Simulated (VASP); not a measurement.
# Si3N4 (Fd-3m) in VASP: notebook

Runs on Si3N4. Level: PBE. Tasks: single point, relaxation of the atoms.

Everything below comes from runs of VASP 6.6.1. Logs are shortened: lines on timing, memory, paths and dates and some standing lists are left out, and cuts for length are marked.

## (1) The cell of the first run

It takes space group Fd-3m (No. 227, cubic). The conventional cell has a = 8.041 Å, b = 8.041 Å, c = 8.041 Å, α = 90.00°, β = 90.00°, γ = 90.00°. Si (site symmetry -3m) has 6 N at 1.95 Å within 2.6 Å. Si (site symmetry -43m) has 4 N at 1.85 Å within 2.5 Å. Within 2.5 Å of N (site symmetry 3m) lie 4 Si at 1.85 to 1.95 Å.

## (2) Single point, PBE (9.28 Å³/atom)

The input, INCAR:

```
ALGO = Normal
EDIFF = 1E-6
ENCUT = 520
GGA = PE
ISIF = 2
ISMEAR = 0
LASPH = True
LCHARG = False
LREAL = False
LWAVE = False
NBANDS = 45
NELM = 80
PREC = Accurate
SIGMA = 0.02
```

The input, KPOINTS:

```
k-points
0
Gamma
  6 6 6
```

The input, POSCAR:

```
Si3N4
1.0
    0.0000000000      4.0203373631      4.0203373631
    4.0203373631      0.0000000000      4.0203373631
    4.0203373631      4.0203373631      0.0000000000
Si N
6 8
Direct
    0.1250000000      0.1250000000      0.6250000000
    0.1250000000      0.6250000000      0.1250000000
    0.6250000000      0.1250000000      0.1250000000
    0.1250000000      0.1250000000      0.1250000000
    0.7500000000      0.7500000000      0.7500000000
    0.5000000000      0.5000000000      0.5000000000
    0.3668922648      0.3668922648      0.3668922648
    0.3506767945      0.8831077352      0.8831077352
    0.8831077352      0.8831077352      0.3506767945
    0.8831077352      0.3506767945      0.8831077352
    0.3668922648      0.3668922648      0.8993232055
    0.3668922648      0.8993232055      0.3668922648
    0.8831077352      0.8831077352      0.8831077352
    0.8993232055      0.3668922648      0.3668922648
```

Potentials or basis: VASP PAW PBE potentials, release 64 (Si, N).

Command:

```sh
$ cat potpaw_PBE.64/Si/POTCAR potpaw_PBE.64/N/POTCAR > POTCAR
$ mpirun -np 1 vasp_std > vasp.out
```

OUTCAR:

```text
EDIFF = 1E-6
   ENCUT = 520
   GGA = PE
   ISIF = 2
   ISMEAR = 0
   LASPH = True
   LREAL = False
   NELM = 80
   PREC = Accurate

 ion  position               nearest neighbor table
   1  0.125  0.125  0.625-   7 1.95  13 1.95  10 1.95  12 1.95   8 1.95  14 1.95   4 2.84   2 2.84
                             3 2.84   4 2.84   2 2.84   3 2.84
   2  0.125  0.625  0.125-   7 1.95  13 1.95   9 1.95  11 1.95   8 1.95  14 1.95   4 2.84   1 2.84
                             1 2.84   3 2.84   4 2.84   3 2.84
   3  0.625  0.125  0.125-   7 1.95  13 1.95  10 1.95  11 1.95  12 1.95   9 1.95   4 2.84   1 2.84
                             2 2.84   1 2.84   2 2.84   4 2.84
   4  0.125  0.125  0.125-   8 1.95   9 1.95  10 1.95  11 1.95  12 1.95  14 1.95   1 2.84   2 2.84
                             3 2.84   1 2.84   2 2.84   3 2.84
   5  0.750  0.750  0.750-   8 1.85   9 1.85  10 1.85  13 1.85
   6  0.500  0.500  0.500-  11 1.85  12 1.85  14 1.85   7 1.85
   7  0.367  0.367  0.367-   6 1.85   2 1.95   3 1.95   1 1.95
   8  0.351  0.883  0.883-   5 1.85   4 1.95   1 1.95   2 1.95
   9  0.883  0.883  0.351-   5 1.85   4 1.95   2 1.95   3 1.95
  10  0.883  0.351  0.883-   5 1.85   4 1.95   1 1.95   3 1.95
  11  0.367  0.367  0.899-   6 1.85   4 1.95   2 1.95   3 1.95
  12  0.367  0.899  0.367-   6 1.85   4 1.95   1 1.95   3 1.95
  13  0.883  0.883  0.883-   5 1.85   2 1.95   3 1.95   1 1.95
  14  0.899  0.367  0.367-   6 1.85   4 1.95   1 1.95   2 1.95

  LATTYP: Found a face centered cubic cell.
 ALAT       =     8.0406747262

  Lattice vectors:

 A1 = (   0.0000000000,   4.0203373631,   4.0203373631)
 A2 = (   4.0203373631,   0.0000000000,   4.0203373631)
 A3 = (   4.0203373631,   4.0203373631,   0.0000000000)

Analysis of symmetry for initial positions (statically):
=====================================================================
 Subroutine PRICEL returns:
 Original cell was already a primitive cell.

 Routine SETGRP: Setting up the symmetry group for a
 face centered cubic supercell.

 Subroutine GETGRP returns: Found 48 space group operations
 (whereof 24 operations were pure point group operations)
 out of a pool of 48 trial point group operations.

The static configuration has the point symmetry T_d .
 The point group associated with its full space group is O_h .

Analysis of symmetry for dynamics (positions and initial velocities):
=====================================================================
 Subroutine PRICEL returns:
 Original cell was already a primitive cell.

[... 139 lines left out ...]
   EFERMI_NEDOS =   21; number of points for ismear=-14 and -15
   IALGO  =     38    algorithm
   IMIX   =      4    mixing-type and parameters
     AMIX     =   0.40;   BMIX     =  1.00
     AMIX_MAG =   1.60;   BMIX_MAG =  1.00
  volume/ion in A,a.u.               =       9.28        62.64
  Fermi-wavevector in a.u.,A,eV,Ry     =   1.292793  2.443025 22.739604  1.671314
  Thomas-Fermi vector in A             =   2.424479
   LORBIT       =      0    0 simple, 1 ext, 2 COOP (PROOUT), +10 PAW based schemes
   GGA     = PE    functional components
   LHFCALC =     F    Hartree Fock is set to
   AEXX    =    0.0000 exact exchange contribution
   IVDW    =     0    specifies the selected vdW correction
   LEPSILON=     F    determine dielectric tensor
   LRPA    =     F    only Hartree local field effects (RPA)
 non-spin polarized calculation
 Gauss-broadening in eV      SIGMA  =   0.02
  energy-cutoff  :      520.00
  volume of cell :      129.96
 maximum number of plane-waves:      3521
   NGX = 21   NGY = 21   NGZ = 21

 number of electron      64.0000002 magnetization

 Free energy of the ion-electron system (eV)
  ---------------------------------------------------
  ext. energy  EPLUGINS =         0.00000000
  ---------------------------------------------------
  free energy    TOTEN  =      -111.56945025 eV

  energy without entropy =     -111.56945025  energy(sigma->0) =     -111.56945025

 E-fermi :   8.0477     XC(G=0): -11.7637

 val. band max:        7.8817668790   @ k =  -0.1667   0.1667   0.0000
 cond. band min:      10.8519357178   @ k =   0.0000   0.0000   0.0000
 fundamental gap:      2.9701688388
 Fermi energy:         8.0476523940

 k-point     1 :       0.0000    0.0000    0.0000
  band No.  band energies     occupation
      1      -9.9790      2.00000
      2      -7.0682      2.00000
      3      -6.2030      2.00000
      4      -6.2030      2.00000
      5      -6.2030      2.00000
      6      -5.3894      2.00000
[... 741 lines left out ...]
     43      17.0798      0.00000
     44      17.0798      0.00000
 [bands above 44 left out]

------------------------ aborting loop because EDIFF is reached ----------------------------------------

  FORCE on cell =-STRESS in cart. coord.  units (eV):
  Direction    XX          YY          ZZ          XY          YZ          ZX
  --------------------------------------------------------------------------------------
  -------------------------------------------------------------------------------------
  Total      -18.5780618    -18.5780618    -18.5780618      0.0000000      0.0000000      0.0000000
  in kB     -229.0305920   -229.0305920   -229.0305920      0.0000000      0.0000000      0.0000000
  external PRESSURE =    -229.0305920 kB  Pullay stress =       0.0000000 kB

 VOLUME and BASIS-vectors are now :
 -----------------------------------------------------------------------------
  energy-cutoff  :      520.00
  volume of cell :      129.96
      direct lattice vectors                 reciprocal lattice vectors
     0.000000000  4.020337363  4.020337363    -0.124367672  0.124367672  0.124367672
     4.020337363  0.000000000  4.020337363     0.124367672 -0.124367672  0.124367672
     4.020337363  4.020337363  0.000000000     0.124367672  0.124367672 -0.124367672

 POSITION                                       TOTAL-FORCE (eV/Angst)
 -----------------------------------------------------------------------------------
      3.01525      3.01525      1.00508        -0.000000     -0.000000     -0.000000
      3.01525      1.00508      3.01525        -0.000000     -0.000000     -0.000000
      1.00508      3.01525      3.01525        -0.000000     -0.000000     -0.000000
      1.00508      1.00508      1.00508        -0.000000     -0.000000     -0.000000
      6.03051      6.03051      6.03051        -0.000000     -0.000000     -0.000000
      4.02034      4.02034      4.02034        -0.000000     -0.000000     -0.000000
      2.95006      2.95006      2.95006         0.002060      0.002060      0.002060
      7.10078      4.96023      4.96023        -0.002060      0.002060      0.002060
      4.96023      4.96023      7.10078         0.002060      0.002060     -0.002060
      4.96023      7.10078      4.96023         0.002060     -0.002060      0.002060
      5.09061      5.09061      2.95006        -0.002060     -0.002060      0.002060
      5.09061      2.95006      5.09061        -0.002060      0.002060     -0.002060
      7.10078      7.10078      7.10078        -0.002060     -0.002060     -0.002060
      2.95006      5.09061      5.09061         0.002060     -0.002060     -0.002060
 -----------------------------------------------------------------------------------
    total drift:                               -0.000000     -0.000000      0.000000

  FREE ENERGIE OF THE ION-ELECTRON SYSTEM (eV)
  ---------------------------------------------------
  free  energy   TOTEN  =      -111.5694502531 eV

  energy  without entropy=     -111.5694502531  energy(sigma->0) =     -111.56945025
```

stdout:

```text
POSCAR found type information on POSCAR SiN
 POSCAR found :  2 types and      14 ions
 scaLAPACK will be used
 LDA part: xc-table for (Slater+PW92), standard interpolation
 POSCAR, INCAR and KPOINTS ok, starting setup
 FFT: planning ... GRIDC
 FFT: planning ... GRID_SOFT
 FFT: planning ... GRID
 WAVECAR not read
 entering main loop
```

Run time: 2.5 min. Hardware: 1 thread of Intel Xeon 8259CL, shared host; peak memory 0.28 GiB.

What came out:

* Free energy: -111.5695 eV
* Pressure: -22.9 GPa
* Largest force: 0.004 eV/Å
* Band gap on the k mesh: 2.97 eV (least direct gap 3.04 eV)

Forces in eV/Å, atoms in the order of the input:
```
Si   0.000  0.000  0.000
Si   0.000  0.000  0.000
Si   0.000  0.000  0.000
Si   0.000  0.000  0.000
Si   0.000  0.000  0.000
Si   0.000  0.000  0.000
N    0.002  0.002  0.002
N   -0.002  0.002  0.002
N    0.002  0.002 -0.002
N    0.002 -0.002  0.002
N   -0.002 -0.002  0.002
N   -0.002  0.002 -0.002
N   -0.002 -0.002 -0.002
N    0.002 -0.002 -0.002
```

Caveat: the cell stands under tension.

## (3) Relaxation of the atoms, PBE (9.28 Å³/atom)

The input, INCAR:

```
SYSTEM = Si3N4
PREC     = Accurate       ! precision mode
ENCUT    = 520            ! plane-wave cutoff, eV
EDIFF    = 1E-6           ! SCF threshold, eV
ISMEAR   = 0              ! smearing method
SIGMA    = 0.02           ! smearing width, eV
LREAL    = .FALSE.        ! projectors in reciprocal space
LASPH    = .TRUE.         ! aspherical terms in the spheres
NELM     = 60             ! most SCF steps
ALGO     = Normal         ! electronic algorithm
ISIF     = 2              ! what is computed and relaxed
LWAVE    = .FALSE.        ! write WAVECAR
LCHARG   = .FALSE.        ! write CHGCAR
GGA      = PE             ! functional
IBRION   = 2              ! ionic algorithm
NSW      = 50             ! ionic steps
EDIFFG   = -0.01          ! ionic threshold
```

The input, KPOINTS:

```
regular mesh
0
G
  6 6 6
  0 0 0
```

The input, POSCAR:

```
Si3N4
1.0
    0.0000000000      4.0203373631      4.0203373631
    4.0203373631      0.0000000000      4.0203373631
    4.0203373631      4.0203373631      0.0000000000
Si N
6 8
Direct
    0.1250000000      0.1250000000      0.6250000000
    0.1250000000      0.6250000000      0.1250000000
    0.6250000000      0.1250000000      0.1250000000
    0.1250000000      0.1250000000      0.1250000000
    0.7500000000      0.7500000000      0.7500000000
    0.5000000000      0.5000000000      0.5000000000
    0.3671698289      0.3671698289      0.3671698289
    0.3515094866      0.8828301711      0.8828301711
    0.8828301711      0.8828301711      0.3515094866
    0.8828301711      0.3515094866      0.8828301711
    0.3671698289      0.3671698289      0.8984905134
    0.3671698289      0.8984905134      0.3671698289
    0.8828301711      0.8828301711      0.8828301711
    0.8984905134      0.3671698289      0.3671698289
```

Potentials or basis: VASP PAW PBE potentials, release 64 (Si, N).

Command:

```sh
$ cat potpaw_PBE.64/Si/POTCAR potpaw_PBE.64/N/POTCAR > POTCAR
$ mpirun -np 1 vasp_std > vasp.out
```

It took 4.6 min on 1 thread of Intel Xeon Platinum 8175M at 2.50GHz (Skylake/Cascade Lake), shared host; peak memory 0.28 GiB.

It converged, with:

| Property | Result |
| --- | --- |
| Free energy | -111.5695 eV |
| Energy gained by relaxing | 0.1 meV/atom |
| Ionic steps | 3 |
| Pressure after relaxing | -22.9 GPa |
| Band gap on the k mesh | 2.97 eV (least direct gap 3.04 eV) |

Step by step:
| step | energy change (eV) | largest force (eV/Å) | pressure (GPa) |
| --- | --- | --- | --- |
| 1 | 0.0000 | 0.1284 | -23.04 |
| 2 | -0.0011 | 0.0831 | -22.81 |
| 3 | -0.0019 | 0.0019 | -22.90 |

Final structure:
```xyz
14
Lattice="0.0000 4.0203 4.0203 4.0203 0.0000 4.0203 4.0203 4.0203 0.0000" Properties=species:S:1:pos:R:3 pbc="T T T"
Si    3.0153    3.0153    1.0051
Si    3.0153    1.0051    3.0153
Si    1.0051    3.0153    3.0153
Si    1.0051    1.0051    1.0051
Si    6.0305    6.0305    6.0305
Si    4.0203    4.0203    4.0203
N     2.9501    2.9501    2.9501
N     7.1007    4.9603    4.9603
N     4.9603    4.9603    7.1007
N     4.9603    7.1007    4.9603
N     5.0906    5.0906    2.9501
N     5.0906    2.9501    5.0906
N     7.1007    7.1007    7.1007
N     2.9501    5.0906    5.0906
```

Levels at points of the mesh, in eV from the valence-band top:
```
           k point  band 29  band 30  band 31  band 32  band 33  band 34  band 35  band 36
(0.00, 0.00, 0.00)    -0.09    -0.07    -0.07    -0.07     2.97     2.97     2.97     4.00
(0.50, 0.00, 0.00)    -0.46    -0.46    -0.26    -0.26     4.44     5.37     5.44     5.44
(0.50, 0.50, 0.00)    -0.99    -0.99    -0.32    -0.32     6.03     6.03     6.43     6.43
```
